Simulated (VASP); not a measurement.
Runs of VASP 6.6.1 on AlNi. The structure is that of space group Pm-3m (No. 221), or close to it. The cells are those of the table. 

| cell | further INCAR settings | gap on the mesh (eV) | pressure (GPa) |
| --- | --- | --- | --- |
| a = 2.893, b = 2.893, c = 3.038 Å, 2 atoms | ALGO = Fast; EDIFF = 1e-07; NBANDS = 14 | none | (a) |
| a = 2.965, b = 2.965, c = 3.038 Å, 2 atoms | ALGO = Fast; EDIFF = 1e-06; NBANDS = 14 | none | -12.6 |
| a = 3.038, b = 3.038, c = 2.821 Å, 2 atoms | ALGO = Fast; EDIFF = 1e-06; NBANDS = 14 | none | -9.6 |
| a = 3.038, b = 3.038, c = 2.965 Å, 2 atoms | ALGO = Fast; EDIFF = 1e-07; NBANDS = 14 | none | -14.8 |
| a = 2.965, b = 2.965, c = 2.893 Å, 2 atoms | ALGO = Fast; EDIFF = 1e-07; NBANDS = 14 | none | -7.1 |
| a = 3.038, b = 3.038, c = 2.893 Å, 2 atoms | ALGO = Fast; EDIFF = 1e-07; NBANDS = 14 | none | (b) |

Alike in all rows: task single point; level PBE; potentials or basis VASP PAW PBE potentials, release 64 (Al, Ni); no spin polarisation; k mesh 20 × 20 × 20; cutoff (eV) 520; smearing gaussian 0.15 eV.

Task: Estimate the missing entries.

Result: (a) -7.0; (b) -12.5.

Caveats: the cell stands under tension.

A gap of «none» marks levels without a gap at the run's occupations.
